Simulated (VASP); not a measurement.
A run of VASP 6.6.1:

File INCAR:

```
SYSTEM = ZnO
PREC = Accurate
ENCUT = 1340
EDIFF = 1E-6
ISMEAR = -1
SIGMA = 0.05
LREAL = .False.
LASPH = .True.
NELM = 120
ALGO = Normal
ISIF = 2
LWAVE = .False.
LCHARG = .False.
GGA = PE
NBANDS = 16
GGA_COMPAT = .False.
```

Contents of KPOINTS:

```
Automatic mesh
0
Gamma
  11 11 11
  0 0 0
```

File POSCAR:

```
ZnO
1.0
    0.0000000000      2.1548815479      2.1548815479
    2.1548815479      0.0000000000      2.1548815479
    2.1548815479      2.1548815479      0.0000000000
Zn O
1 1
Direct
    0.0000000000      0.0000000000      0.0000000000
    0.5000000000      0.5000000000      0.5000000000
```

Potentials or basis: VASP PAW PBE potentials, release 64 (Zn, O_h).

Command:

```bash
$ cat potpaw_PBE.64/Zn/POTCAR potpaw_PBE.64/O_h/POTCAR > POTCAR
$ mpirun -np 1 vasp_std > vasp.out
```

Hardware: 1 thread of Intel(R) Xeon(R) 6975P-C (Granite Rapids), with other jobs on the host.

Task: How long does it take, and how much memory?

Result: Wall time 23 s on 1 thread of Intel(R) Xeon(R) 6975P-C (Granite Rapids), on a shared host, peak memory 0.25 GiB. Counts: scf iterations 12, k points 56.
